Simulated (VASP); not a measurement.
Here is a VASP 6.6.1 calculation.

The input INCAR:

```
PREC = Accurate
ENCUT = 520
EDIFF = 1E-6
ISMEAR = -1
SIGMA = 0.1
LREAL = F
LASPH = T
NELM = 60
ALGO = Normal
ISIF = 2
LWAVE = F
LCHARG = F
GGA = PE
NBANDS = 12
```

File KPOINTS:

```
Automatic mesh
0
Gamma
  10 10 10
```

File POSCAR:

```
As
1.0
    0.0000000000      3.0167289116      3.0167289116
    3.0167289116      0.0000000000      3.0167289116
    3.0167289116      3.0167289116      0.0000000000
As
2
Direct
    0.1250000000      0.1250000000      0.1250000000
    0.8750000000      0.8750000000      0.8750000000
```

Potentials or basis: VASP PAW PBE potentials, release 64 (As).

Launch:

```sh
$ cat potpaw_PBE.64/As/POTCAR > POTCAR
$ mpirun -np 1 vasp_std > vasp.out
```

Question: Predict the band gap on the k mesh.

Answer: Zero (band 5 reaches 4.09 eV, above the bottom of band 6 at 2.58 eV).

Question: Estimate the pressure.

Answer: 2.0 GPa.
